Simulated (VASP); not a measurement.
# In (P6/mmm) in VASP: relaxation of cell and atoms with LDA

Aim: the relaxation of cell and atoms of In with LDA.

Everything below comes from runs of VASP 6.6.1. Logs are shortened: lines on timing, memory, paths and dates and some standing lists are left out, and cuts for length are marked.

## (1) The cell of the first run

It takes space group P6/mmm (No. 191, hexagonal). Conventional cell: a = 3.158 Å, b = 3.158 Å, c = 2.968 Å, α = 90.00°, β = 90.00°, γ = 120.00°. Within 3.9 Å of In (site symmetry 6/mmm) lie 8 In at 2.97 to 3.16 Å.

This isn't the form of In at room conditions, which is tetragonal.

## (2) Relaxation of cell and atoms, LDA, target pressure 0.33 GPa, at which the enthalpy is minimised

Contents of INCAR:

```
SYSTEM = In
ALGO = Normal
EDIFF = 1E-6
EDIFFG = -0.005
ENCUT = 600
GGA = CA
IBRION = 2
ISIF = 3
ISMEAR = -1
LASPH = .TRUE.
LCHARG = .FALSE.
LREAL = .FALSE.
LWAVE = .FALSE.
NELM = 100
NSW = 60
PREC = Accurate
PSTRESS = 3.3000000000000003
SIGMA = 0.1
```

Contents of KPOINTS:

```
k-points
0
G
  14 14 13
  0 0 0
```

Contents of POSCAR:

```
In
1.0
    3.1576046450      0.0000000000      0.0000000000
   -1.5788023225      2.7345658376      0.0000000000
    0.0000000000      0.0000000000      2.9681483663
In
1
Direct
    0.0000000000      0.0000000000      0.0000000000
```

Potentials or basis: VASP PAW LDA potentials, release 64 (In_d).

On the command line:

```bash
$ cat potpaw_LDA.64/In_d/POTCAR > POTCAR
$ mpirun -np 1 vasp_std > vasp.out
```

OUTCAR:

```text
SYSTEM = In
   EDIFF = 1E-6
   EDIFFG = -0.005
   ENCUT = 600
   GGA = CA
   IBRION = 2
   ISIF = 3
   ISMEAR = -1
   LASPH = .TRUE.
   LREAL = .FALSE.
   NELM = 100
   NSW = 60
   PREC = Accurate
   PSTRESS = 3.3000000000000003

 ion  position               nearest neighbor table
   1  0.000  0.000  0.000-

  LATTYP: Found a hexagonal cell.
 ALAT       =     3.1576046450
 C/A-ratio  =     0.9400000000

  Lattice vectors:

 A1 = (   3.1576046450,   0.0000000000,   0.0000000000)
 A2 = (  -1.5788023225,   2.7345658376,   0.0000000000)
 A3 = (   0.0000000000,   0.0000000000,   2.9681483663)

Analysis of symmetry for initial positions (statically):
=====================================================================
 Subroutine PRICEL returns:
 Original cell was already a primitive cell.

 Routine SETGRP: Setting up the symmetry group for a
 hexagonal supercell.

 Subroutine GETGRP returns: Found 24 space group operations
 (whereof 24 operations were pure point group operations)
 out of a pool of 24 trial point group operations.

The static configuration has the point symmetry D_6h.

Analysis of symmetry for dynamics (positions and initial velocities):
=====================================================================
 Subroutine PRICEL returns:
 Original cell was already a primitive cell.

 Routine SETGRP: Setting up the symmetry group for a
 hexagonal supercell.

 Subroutine GETGRP returns: Found 24 space group operations
 (whereof 24 operations were pure point group operations)
 out of a pool of 24 trial point group operations.

The dynamic configuration has the point symmetry D_6h.

 Subroutine INISYM returns: Found 24 space group operations
 (whereof 24 operations are pure point group operations),
 and found     1 'primitive' translations

----------------------------------------------------------------------------------------

                                     Primitive cell

  volume of cell :      25.6290

  direct lattice vectors                    reciprocal lattice vectors
     3.157604645  0.000000000  0.000000000     0.316695759  0.182844382  0.000000000
    -1.578802323  2.734565838  0.000000000     0.000000000  0.365688764  0.000000000
     0.000000000  0.000000000  2.968148366     0.000000000  0.000000000  0.336910382

  length of vectors
     3.157604645  3.157604645  2.968148366     0.365688764  0.365688764  0.336910382

  position of ions in fractional coordinates (direct lattice)
     0.000000000  0.000000000  0.000000000

  ion indices of the primitive-cell ions
   primitive index   ion index
                 1           1

----------------------------------------------------------------------------------------

 KPOINTS: k-points

Automatic generation of k-mesh.
 Grid dimensions read from file:
 generate k-points for:   14   14   13

 Generating k-lattice:

  Cartesian coordinates                     Fractional coordinates (reciprocal lattice)
     0.022621126  0.013060313  0.000000000     0.071428571  0.000000000  0.000000000
     0.000000000  0.026120626  0.000000000     0.000000000  0.071428571  0.000000000
     0.000000000  0.000000000  0.025916183     0.000000000  0.000000000  0.076923077

  Length of vectors
     0.026120626  0.026120626  0.025916183

  Shift w.r.t. Gamma in fractional coordinates (k-lattice)
     0.000000000  0.000000000  0.000000000

 Subroutine IBZKPT returns following result:
 ===========================================

 Found    168 irreducible k-points:

 Following reciprocal coordinates:
            Coordinates               Weight
  0.000000  0.000000  0.000000      1.000000
  0.071429  0.000000  0.000000      6.000000
  0.142857  0.000000  0.000000      6.000000
  0.214286 -0.000000  0.000000      6.000000
  0.285714  0.000000  0.000000      6.000000
  0.357143  0.000000  0.000000      6.000000
[... 16 lines left out ...]
  0.285714  0.285714  0.000000      6.000000
  0.357143  0.285714  0.000000      6.000000
 [... further k-points ...]
   k-points           NKPTS =    168   k-points in BZ     NKDIM =    168   number of bands    NBANDS=     10
   number of dos      NEDOS =    301   number of ions     NIONS =      1
   total plane-waves  NPLWV =  18816
   dimension x,y,z NGX =    28 NGY =   28 NGZ =   24
   dimension x,y,z NGXF=    56 NGYF=   56 NGZF=   48
   ions per type =               1
   NGX,Y,Z   is equivalent  to a cutoff of  14.74, 14.74, 13.44 a.u.
   NGXF,Y,Z  is equivalent  to a cutoff of  29.48, 29.48, 26.88 a.u.
 SYSTEM =  In
   PREC   = accura    normal or accurate (medium, high low for compatibility)
   ISTART =      0    job   : 0-new  1-cont  2-samecut
   ICHARG =      2    charge: 1-file 2-atom 10-const
   ISPIN  =      1    spin polarized calculation?
   LNONCOLLINEAR =      F non collinear calculations
   LSORBIT =      F    spin-orbit coupling
   LASPH  =      T    aspherical Exc in radial PAW
   ENCUT  =  600.0 eV  44.10 Ry    6.64 a.u.   6.31  6.31  5.93*2*pi/ulx,y,z
   NELM   =    100;   NELMIN=  2; NELMDL= -5     # of ELM steps
   EDIFF  = 0.1E-05   stopping-criterion for ELM
   LREAL  =      F    real-space projection
   EDIFFG = -.5E-02   stopping-criterion for IOM
   NSW    =     60    number of steps for IOM
   IBRION =      2    ionic relax: 0-MD 1-quasi-New 2-CG
   NFREE  =      1    steps in history (QN), initial steepest desc. (CG)
   ISIF   =      3    stress and relaxation
   ISYM   =      2    0-nonsym 1-usesym 2-fastsym
   POTIM  = 0.5000    time-step for ionic-motion
   TEBEG  =    0.0;   TEEND  =   0.0 temperature during run
   PSTRESS=    3.3 pullay stress
   NELECT =      13.0000    total number of electrons
   NUPDOWN=      -1.0000    fix difference up-down
   EMIN   =  10.00;   EMAX   =-10.00  energy-range for DOS
   EFERMI =   0.00;   METHOD = LEGACY
   ISMEAR =    -1;   SIGMA  =   0.10  broadening in eV -4-tet -1-fermi 0-gaus
   EFERMI_NEDOS =   21; number of points for ismear=-14 and -15
   IALGO  =     38    algorithm
   IMIX   =      4    mixing-type and parameters
     AMIX     =   0.40;   BMIX     =  1.00
     AMIX_MAG =   1.60;   BMIX_MAG =  1.00
  volume/ion in A,a.u.               =      25.63       172.95
  Fermi-wavevector in a.u.,A,eV,Ry     =   1.305606  2.467237 23.192576  1.704606
  Thomas-Fermi vector in A             =   2.436464
   LORBIT       =      0    0 simple, 1 ext, 2 COOP (PROOUT), +10 PAW based schemes
   GGA     = CA    functional components
   LHFCALC =     F    Hartree Fock is set to
   AEXX    =    0.0000 exact exchange contribution
   IVDW    =     0    specifies the selected vdW correction
   LEPSILON=     F    determine dielectric tensor
   LRPA    =     F    only Hartree local field effects (RPA)
 conjugate gradient relaxation of ions
 non-spin polarized calculation
  energy-cutoff  :      600.00
  volume of cell :       25.63
 maximum number of plane-waves:       872
 NGX is ok and might be reduce to    28
   NGX = 13   NGY = 13   NGZ = 11

--------------------------------------- Ionic step        1  -------------------------------------------

 number of electron      13.0000005 magnetization

 Free energy of the ion-electron system (eV)
  ---------------------------------------------------
  ext. energy  EPLUGINS =         0.00000000
  ---------------------------------------------------
  free energy    TOTEN  =        -3.19129827 eV

  energy without entropy =       -3.17250419  energy(sigma->0) =       -3.18190123

------------------------ aborting loop because EDIFF is reached ----------------------------------------

  FORCE on cell =-STRESS in cart. coord.  units (eV):
  Direction    XX          YY          ZZ          XY          YZ          ZX
  --------------------------------------------------------------------------------------
  -------------------------------------------------------------------------------------
  Total       -0.1118354     -0.1118354     -0.0676367      0.0000000      0.0000000      0.0000000
  in kB       -6.9913013     -6.9913013     -4.2282541      0.0000000      0.0000000      0.0000000
  external PRESSURE =      -9.3702856 kB  Pullay stress =       3.3000000 kB

 VOLUME and BASIS-vectors are now :
 -----------------------------------------------------------------------------
  energy-cutoff  :      600.00
  volume of cell :       25.63
      direct lattice vectors                 reciprocal lattice vectors
     3.157604645  0.000000000  0.000000000     0.316695759  0.182844382  0.000000000
    -1.578802323  2.734565838  0.000000000     0.000000000  0.365688764  0.000000000
     0.000000000  0.000000000  2.968148366     0.000000000  0.000000000  0.336910382
[... 229 lines left out ...]
  FREE ENERGIE OF THE ION-ELECTRON SYSTEM (eV)
  ---------------------------------------------------
  free  energy   TOTEN  =        -3.1917809549 eV

  energy  without entropy=       -3.1734640383  energy(sigma->0) =       -3.18262250

  enthalpy is  TOTEN    =        -3.1400558862 eV   P V=        0.0517250687

--------------------------------------- Ionic step        8  -------------------------------------------

 number of electron      13.0000006 magnetization

 Free energy of the ion-electron system (eV)
  ---------------------------------------------------
  ext. energy  EPLUGINS =         0.00000000
  ---------------------------------------------------
  free energy    TOTEN  =        -3.19179170 eV

  energy without entropy =       -3.17344622  energy(sigma->0) =       -3.18261896

 E-fermi :   7.5626     XC(G=0): -10.6788

 val. band max:        7.5585306597   @ k =   0.2857   0.1429   0.0000
 cond. band min:       7.6153685478   @ k =   0.2857   0.0714   0.3846
 fundamental gap:      0.0568378881
 Fermi energy:         7.5626374609

 k-point     1 :       0.0000    0.0000    0.0000
  band No.  band energies     occupation
      1      -7.5008      2.00000
      2      -7.0577      2.00000
      3      -7.0577      2.00000
      4      -6.6126      2.00000
      5      -6.6126      2.00000
      6      -2.2696      2.00000
      7      15.0766      0.00000
      8      17.6620      0.00000
      9      17.6620      0.00000
     10      18.8075      0.00000

 k-point     2 :       0.0714    0.0000    0.0000
  band No.  band energies     occupation
      1      -7.4888      2.00000
      2      -7.0647      2.00000
      3      -7.0347      2.00000
      4      -6.6237      2.00000
      5      -6.6151      2.00000
      6      -2.1572      2.00000
      7      15.2118      0.00000
      8      16.4422      0.00000
      9      17.1942      0.00000
     10      18.8631      0.00000
[... 274 lines left out ...]
 k-point    24 :       0.3571    0.2857    0.0000
  band No.  band energies     occupation
      1      -7.2498      2.00000
      2      -6.9568      2.00000
      3      -6.8312      2.00000
      4      -6.7801      2.00000
      5      -6.7465      2.00000
      6       3.9832      2.00000
      7       5.6427      2.00000
      8       7.0070      1.99230
      9      20.8692      0.00000
     10      22.2793      0.00000

 [... further k-points ...]

------------------------ aborting loop because EDIFF is reached ----------------------------------------

  FORCE on cell =-STRESS in cart. coord.  units (eV):
  Direction    XX          YY          ZZ          XY          YZ          ZX
  --------------------------------------------------------------------------------------
  -------------------------------------------------------------------------------------
  Total        0.0527292      0.0527292      0.0524427      0.0000000     -0.0000000      0.0000000
  in kB        3.3642562      3.3642562      3.3459758      0.0000000     -0.0000000      0.0000000
  external PRESSURE =       0.0581628 kB  Pullay stress =       3.3000000 kB

 VOLUME and BASIS-vectors are now :
 -----------------------------------------------------------------------------
  energy-cutoff  :      600.00
  volume of cell :       25.11
      direct lattice vectors                 reciprocal lattice vectors
     3.130248412  0.000000000 -0.000000000     0.319463464  0.184442317 -0.000000000
    -1.565124206  2.710874645  0.000000000    -0.000000000  0.368884634 -0.000000000
    -0.000000000  0.000000000  2.959270572     0.000000000 -0.000000000  0.337921111

 POSITION                                       TOTAL-FORCE (eV/Angst)
 -----------------------------------------------------------------------------------
     -1.56512      2.71087      0.00000         0.000000     -0.000000      0.000000
 -----------------------------------------------------------------------------------
    total drift:                               -0.000000      0.000000     -0.000000

  FREE ENERGIE OF THE ION-ELECTRON SYSTEM (eV)
  ---------------------------------------------------
  free  energy   TOTEN  =        -3.1917917019 eV

  energy  without entropy=       -3.1734462225  energy(sigma->0) =       -3.18261896

  enthalpy is  TOTEN    =        -3.1400695873 eV   P V=        0.0517221146

 reached required accuracy - stopping structural energy minimisation
```

Wall time 73 s (1 thread of AMD EPYC 9R45 (Zen 5), shared host); peak memory 0.15 GiB.

Results:

| Quantity | Value |
| --- | --- |
| Free energy | -3.1918 eV |
| Relaxed volume | 25.11 Å³/atom |
| Relaxed cell | a = 3.130 Å, b = 3.130 Å, c = 2.959 Å, α = 90.00°, β = 90.00°, γ = 120.00° |
| Space group after relaxing (to 0.1 Å) | P6/mmm (No. 191) |
| Energy change on relaxing (the run minimises the enthalpy) | -0.5 meV/atom |
| Ionic steps | 8 |
| Pressure after relaxing | 0.3 GPa |
| Band gap on the k mesh | zero (an odd number of electrons rules out a gap without spin polarisation) |

Step by step:
| step | energy change (eV) | largest force (eV/Å) | pressure (GPa) | volume (Å³) |
| --- | --- | --- | --- | --- |
| 1 | 0.0000 | 0.0000 | -0.61 | 25.63 |
| 2 | -0.0004 | 0.0000 | 0.43 | 25.08 |
| 3 | -0.0005 | 0.0000 | 0.34 | 25.12 |
| 4 | -0.0005 | 0.0000 | 0.36 | 25.11 |
| 5 | -0.0005 | 0.0000 | 0.36 | 25.11 |
| 6 | -0.0005 | 0.0000 | 0.34 | 25.11 |
| 7 | -0.0005 | 0.0000 | 0.36 | 25.11 |
| 8 | -0.0005 | 0.0000 | 0.34 | 25.11 |

Final structure:
```cif
data_structure
_symmetry_space_group_name_H-M 'P 1'
_symmetry_Int_Tables_number 1
_cell_length_a 3.1302
_cell_length_b 3.1302
_cell_length_c 2.9593
_cell_angle_alpha 90.000
_cell_angle_beta 90.000
_cell_angle_gamma 120.000
_cell_volume 25.11
loop_
_atom_site_label
_atom_site_type_symbol
_atom_site_fract_x
_atom_site_fract_y
_atom_site_fract_z
_atom_site_occupancy
In1 In 0.00000 0.00000 0.00000 1
```

Levels at points of the mesh, in eV from the Fermi level:
| k point | band 3 | band 4 | band 5 | band 6 | band 7 | band 8 | band 9 | band 10 |
| --- | --- | --- | --- | --- | --- | --- | --- | --- |
| (0.00, 0.00, 0.00) | -14.62 | -14.18 | -14.18 | -9.83 | 7.51 | 10.10 | 10.10 | 11.24 |
| (0.50, 0.00, 0.00) | -14.39 | -14.23 | -14.13 | -4.52 | -3.55 | 5.57 | 9.42 | 12.04 |

Caveat: the cell is relaxed towards a set pressure, so the run minimises the enthalpy, not the energy; spin-orbit coupling is left out, which moves the levels of the heavy elements.
